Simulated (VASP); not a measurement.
# MoS2 (P6_3/mmc) in VASP: a series of runs

The runs below take MoS2 through single point, relaxation of cell and atoms, with LDA.

All numbers are computed with VASP 6.6.1; they aren't measurements. Logs are shortened: lines on timing, memory, paths and dates and some standing lists are left out, and cuts for length are marked.

### 1 The cell of the first run

It takes space group P6_3/mmc (No. 194, hexagonal). The conventional cell has a = 3.122 Å, b = 3.122 Å, c = 12.068 Å, α = 90.00°, β = 90.00°, γ = 120.00°. Mo (site symmetry -6m2) has 6 S at 2.38 Å within 3.1 Å. S (site symmetry 3m) has 3 Mo at 2.38 Å within 3.1 Å.

### 2 Single point, LDA

The input, INCAR:

```
SYSTEM = MoS2
PREC     = Accurate       ! precision mode
ENCUT    = 520            ! plane-wave cutoff, eV
EDIFF    = 1E-6           ! SCF threshold, eV
ISMEAR   = 0              ! smearing method
SIGMA    = 0.02           ! smearing width, eV
LREAL    = .FALSE.        ! projectors in reciprocal space
LASPH    = .TRUE.         ! aspherical terms in the spheres
NELM     = 100            ! most SCF steps
ALGO     = Normal         ! electronic algorithm
ISIF     = 2              ! what is computed and relaxed
LWAVE    = .FALSE.        ! write WAVECAR
LCHARG   = .TRUE.         ! write CHGCAR
LELF     = .TRUE.         ! ELF
LVHAR    = .TRUE.       
NBANDS   = 35             ! bands
```

The input, KPOINTS:

```
regular mesh
0
G
  12 12 4
  0 0 0
```

The input, POSCAR:

```
MoS2
1.0
    3.1223780990      0.0000000000      0.0000000000
   -1.5611890495      2.7040587539      0.0000000000
    0.0000000000      0.0000000000     12.0684820152
Mo S
2 4
Direct
    0.3333333333      0.6666666667      0.2500000000
    0.6666666667      0.3333333333      0.7500000000
    0.3333333333      0.6666666667      0.6212117670
    0.6666666667      0.3333333333      0.1212117670
    0.3333333333      0.6666666667      0.8787882330
    0.6666666667      0.3333333333      0.3787882330
```

Potentials or basis: VASP PAW LDA potentials, release 64 (Mo_sv, S).

Launch:

```console
$ cat potpaw_LDA.64/Mo_sv/POTCAR potpaw_LDA.64/S/POTCAR > POTCAR
$ mpirun -np 1 vasp_std > vasp.out
```

OUTCAR:

```text
SYSTEM = MoS2
   PREC = Accurate
   ENCUT = 520
   EDIFF = 1E-6
   ISMEAR = 0
   LREAL = .FALSE.
   LASPH = .TRUE.
   NELM = 100
   ISIF = 2

 ion  position               nearest neighbor table
   1  0.333  0.667  0.250-   4 2.38   6 2.38   4 2.38   6 2.38   4 2.38   6 2.38
   2  0.667  0.333  0.750-   3 2.38   5 2.38   3 2.38   5 2.38   3 2.38   5 2.38
   3  0.333  0.667  0.621-   2 2.38   2 2.38   2 2.38
   4  0.667  0.333  0.121-   1 2.38   1 2.38   1 2.38
   5  0.333  0.667  0.879-   2 2.38   2 2.38   2 2.38
   6  0.667  0.333  0.379-   1 2.38   1 2.38   1 2.38

  LATTYP: Found a hexagonal cell.
 ALAT       =     3.1223780990
 C/A-ratio  =     3.8651571439

  Lattice vectors:

 A1 = (   3.1223780990,   0.0000000000,   0.0000000000)
 A2 = (  -1.5611890495,   2.7040587539,   0.0000000000)
 A3 = (   0.0000000000,   0.0000000000,  12.0684820152)

Analysis of symmetry for initial positions (statically):
=====================================================================
 Subroutine PRICEL returns:
 Original cell was already a primitive cell.

 Routine SETGRP: Setting up the symmetry group for a
 hexagonal supercell.

 Subroutine GETGRP returns: Found 24 space group operations
 (whereof 12 operations were pure point group operations)
 out of a pool of 24 trial point group operations.

The static configuration has the point symmetry D_3d.
 The point group associated with its full space group is D_6h.

Analysis of symmetry for dynamics (positions and initial velocities):
=====================================================================
 Subroutine PRICEL returns:
 Original cell was already a primitive cell.

 Routine SETGRP: Setting up the symmetry group for a
 hexagonal supercell.

 Subroutine GETGRP returns: Found 24 space group operations
 (whereof 12 operations were pure point group operations)
 out of a pool of 24 trial point group operations.

The dynamic configuration has the point symmetry D_3d.
 The point group associated with its full space group is D_6h.

 Subroutine INISYM returns: Found 24 space group operations
 (whereof 12 operations are pure point group operations),
 and found     1 'primitive' translations

----------------------------------------------------------------------------------------

                                     Primitive cell

  volume of cell :     101.8953

  direct lattice vectors                    reciprocal lattice vectors
     3.122378099  0.000000000  0.000000000     0.320268708  0.184907225  0.000000000
    -1.561189050  2.704058754  0.000000000     0.000000000  0.369814450  0.000000000
     0.000000000  0.000000000 12.068482015     0.000000000  0.000000000  0.082860462

  length of vectors
     3.122378099  3.122378099 12.068482015     0.369814450  0.369814450  0.082860462

  position of ions in fractional coordinates (direct lattice)
     0.333333333  0.666666667  0.250000000
     0.666666667  0.333333333  0.750000000
     0.333333333  0.666666667  0.621211767
     0.666666667  0.333333333  0.121211767
     0.333333333  0.666666667  0.878788233
     0.666666667  0.333333333  0.378788233

  ion indices of the primitive-cell ions
   primitive index   ion index
                 1           1
                 2           2
                 3           3
                 4           4
                 5           5
                 6           6

----------------------------------------------------------------------------------------

 KPOINTS: regular mesh

Automatic generation of k-mesh.
 Grid dimensions read from file:
 generate k-points for:   12   12    4

 Generating k-lattice:

  Cartesian coordinates                     Fractional coordinates (reciprocal lattice)
     0.026689059  0.015408935  0.000000000     0.083333333  0.000000000  0.000000000
     0.000000000  0.030817871  0.000000000     0.000000000  0.083333333  0.000000000
     0.000000000  0.000000000  0.020715116     0.000000000  0.000000000  0.250000000

  Length of vectors
     0.030817871  0.030817871  0.020715116

  Shift w.r.t. Gamma in fractional coordinates (k-lattice)
     0.000000000  0.000000000  0.000000000

 Subroutine IBZKPT returns following result:
 ===========================================

 Found     57 irreducible k-points:

 Following reciprocal coordinates:
            Coordinates               Weight
  0.000000  0.000000  0.000000      1.000000
  0.083333  0.000000  0.000000      6.000000
  0.166667  0.000000  0.000000      6.000000
  0.250000  0.000000  0.000000      6.000000
  0.333333  0.000000  0.000000      6.000000
  0.416667 -0.000000  0.000000      6.000000
[... 16 lines left out ...]
  0.250000  0.000000  0.250000     12.000000
  0.333333  0.000000  0.250000     12.000000
 [... further k-points ...]
   k-points           NKPTS =     57   k-points in BZ     NKDIM =     57   number of bands    NBANDS=     35
   number of dos      NEDOS =    301   number of ions     NIONS =      6
   total plane-waves  NPLWV =  51840
   dimension x,y,z NGX =    24 NGY =   24 NGZ =   90
   dimension x,y,z NGXF=    48 NGYF=   48 NGZF=  180
   ions per type =               2   4
   NGX,Y,Z   is equivalent  to a cutoff of  12.78, 12.78, 12.40 a.u.
   NGXF,Y,Z  is equivalent  to a cutoff of  25.56, 25.56, 24.80 a.u.
 SYSTEM =  MoS2
   PREC   = accura    normal or accurate (medium, high low for compatibility)
   ISTART =      0    job   : 0-new  1-cont  2-samecut
   ICHARG =      2    charge: 1-file 2-atom 10-const
   ISPIN  =      1    spin polarized calculation?
   LNONCOLLINEAR =      F non collinear calculations
   LSORBIT =      F    spin-orbit coupling
   LASPH  =      T    aspherical Exc in radial PAW
   ENCUT  =  520.0 eV  38.22 Ry    6.18 a.u.   5.81  5.81 22.44*2*pi/ulx,y,z
   NELM   =    100;   NELMIN=  2; NELMDL= -5     # of ELM steps
   EDIFF  = 0.1E-05   stopping-criterion for ELM
   LREAL  =      F    real-space projection
   EDIFFG = 0.1E-04   stopping-criterion for IOM
   NSW    =      0    number of steps for IOM
   IBRION =     -1    ionic relax: 0-MD 1-quasi-New 2-CG
   NFREE  =      0    steps in history (QN), initial steepest desc. (CG)
   ISIF   =      2    stress and relaxation
   ISYM   =      2    0-nonsym 1-usesym 2-fastsym
   POTIM  = 0.5000    time-step for ionic-motion
   TEBEG  =    0.0;   TEEND  =   0.0 temperature during run
   PSTRESS=    0.0 pullay stress
   NELECT =      52.0000    total number of electrons
   NUPDOWN=      -1.0000    fix difference up-down
   EMIN   =  10.00;   EMAX   =-10.00  energy-range for DOS
   EFERMI =   0.00;   METHOD = LEGACY
   ISMEAR =     0;   SIGMA  =   0.02  broadening in eV -4-tet -1-fermi 0-gaus
   EFERMI_NEDOS =   21; number of points for ismear=-14 and -15
   IALGO  =     38    algorithm
   IMIX   =      4    mixing-type and parameters
     AMIX     =   0.40;   BMIX     =  1.00
     AMIX_MAG =   1.60;   BMIX_MAG =  1.00
  volume/ion in A,a.u.               =      16.98       114.60
  Fermi-wavevector in a.u.,A,eV,Ry     =   1.308251  2.472237 23.286665  1.711522
  Thomas-Fermi vector in A             =   2.438931
   LORBIT       =      0    0 simple, 1 ext, 2 COOP (PROOUT), +10 PAW based schemes
   GGA     = CA    functional components
   LHFCALC =     F    Hartree Fock is set to
   AEXX    =    0.0000 exact exchange contribution
   IVDW    =     0    specifies the selected vdW correction
   LEPSILON=     F    determine dielectric tensor
   LRPA    =     F    only Hartree local field effects (RPA)
 non-spin polarized calculation
 Gauss-broadening in eV      SIGMA  =   0.02
  energy-cutoff  :      520.00
  volume of cell :      101.90
 maximum number of plane-waves:      2768
 NGX is ok and might be reduce to    24
   NGX = 11   NGY = 11   NGZ = 45

 number of electron      52.0000005 magnetization

 Free energy of the ion-electron system (eV)
  ---------------------------------------------------
  ext. energy  EPLUGINS =         0.00000000
  ---------------------------------------------------
  free energy    TOTEN  =       -48.95828876 eV

  energy without entropy =      -48.95828876  energy(sigma->0) =      -48.95828876

 E-fermi :   8.2666     XC(G=0): -11.3838

 val. band max:        8.0735523206   @ k =   0.0000   0.0000   0.0000
 cond. band min:       8.8083714620   @ k =   0.1667   0.1667   0.0000
 fundamental gap:      0.7348191415
 Fermi energy:         8.2665528907

 k-point     1 :       0.0000    0.0000    0.0000
  band No.  band energies     occupation
      1     -53.1076      2.00000
      2     -53.1076      2.00000
      3     -27.5009      2.00000
      4     -27.5007      2.00000
      5     -27.2097      2.00000
      6     -27.2097      2.00000
[... 27 lines left out ...]
     34      10.6160      0.00000
     35      13.7174      0.00000

 k-point     2 :       0.0833    0.0000    0.0000
  band No.  band energies     occupation
      1     -53.1043      2.00000
      2     -53.1043      2.00000
      3     -27.4945      2.00000
      4     -27.4943      2.00000
      5     -27.2419      2.00000
      6     -27.2419      2.00000
[... 27 lines left out ...]
     34      10.5024      0.00000
     35      14.2834      0.00000

 k-point     3 :       0.1667    0.0000    0.0000
  band No.  band energies     occupation
      1     -53.0951      2.00000
      2     -53.0951      2.00000
      3     -27.4770      2.00000
      4     -27.4769      2.00000
      5     -27.3291      2.00000
      6     -27.3291      2.00000
[... 27 lines left out ...]
     34      10.9459      0.00000
     35      15.2725      0.00000
[... 723 lines left out ...]
 k-point    23 :       0.2500    0.0000    0.2500
  band No.  band energies     occupation
      1     -53.0825      2.00000
      2     -53.0825      2.00000
      3     -27.4531      2.00000
      4     -27.4530      2.00000
      5     -27.4463      2.00000
      6     -27.4463      2.00000
[... 27 lines left out ...]
     34      11.4125      0.00000
     35      15.3948      0.00000

 k-point    24 :       0.3333    0.0000    0.2500
  band No.  band energies     occupation
      1     -53.0699      2.00000
      2     -53.0699      2.00000
      3     -27.5614      2.00000
      4     -27.5614      2.00000
      5     -27.4290      2.00000
      6     -27.4290      2.00000
[... 27 lines left out ...]
     34      11.7655      0.00000
     35      14.5648      0.00000

 [... further k-points ...]
[... 5 lines left out ...]
  --------------------------------------------------------------------------------------
  -------------------------------------------------------------------------------------
  Total        0.0753226      0.0753226      0.0511180     -0.0000000     -0.0000000      0.0000000
  in kB        1.1843545      1.1843545      0.8037665     -0.0000000     -0.0000000      0.0000000
  external PRESSURE =       1.0574918 kB  Pullay stress =       0.0000000 kB

 VOLUME and BASIS-vectors are now :
 -----------------------------------------------------------------------------
  energy-cutoff  :      520.00
  volume of cell :      101.90
      direct lattice vectors                 reciprocal lattice vectors
     3.122378099  0.000000000  0.000000000     0.320268708  0.184907225  0.000000000
    -1.561189050  2.704058754  0.000000000     0.000000000  0.369814450  0.000000000
     0.000000000  0.000000000 12.068482015     0.000000000  0.000000000  0.082860462

 POSITION                                       TOTAL-FORCE (eV/Angst)
 -----------------------------------------------------------------------------------
     -0.00000      1.80271      3.01712        -0.000000      0.000000     -0.000000
      1.56119      0.90135      9.05136         0.000000     -0.000000     -0.000000
     -0.00000      1.80271      7.49708         0.000000      0.000000     -0.011299
      1.56119      0.90135      1.46284        -0.000000     -0.000000     -0.011299
     -0.00000      1.80271     10.60564         0.000000      0.000000      0.011299
      1.56119      0.90135      4.57140         0.000000     -0.000000      0.011299
 -----------------------------------------------------------------------------------
    total drift:                                0.000000     -0.000000      0.000000

  FREE ENERGIE OF THE ION-ELECTRON SYSTEM (eV)
  ---------------------------------------------------
  free  energy   TOTEN  =       -48.9582887635 eV

  energy  without entropy=      -48.9582887635  energy(sigma->0) =      -48.95828876
```

It took 63 s on 1 thread of Intel Xeon 6975P-C (Granite Rapids), shared host; peak memory 0.28 GiB.

What came out:

```
Free energy            : -48.9583 eV
Pressure               : 0.1 GPa
Largest force          : 0.011 eV/Å
Band gap on the k mesh : 0.73 eV, indirect (least direct gap 1.77 eV)
```

Forces in eV/Å, atoms in the order of the input:
```
Mo   0.000  0.000  0.000
Mo   0.000  0.000  0.000
S    0.000  0.000 -0.011
S    0.000  0.000 -0.011
S    0.000  0.000  0.011
S    0.000  0.000  0.011
```

A k mesh can miss the band edges. A hybrid or GW would open this gap; LDA tends to underestimate it.

(Part 1 of 2 ends here.)
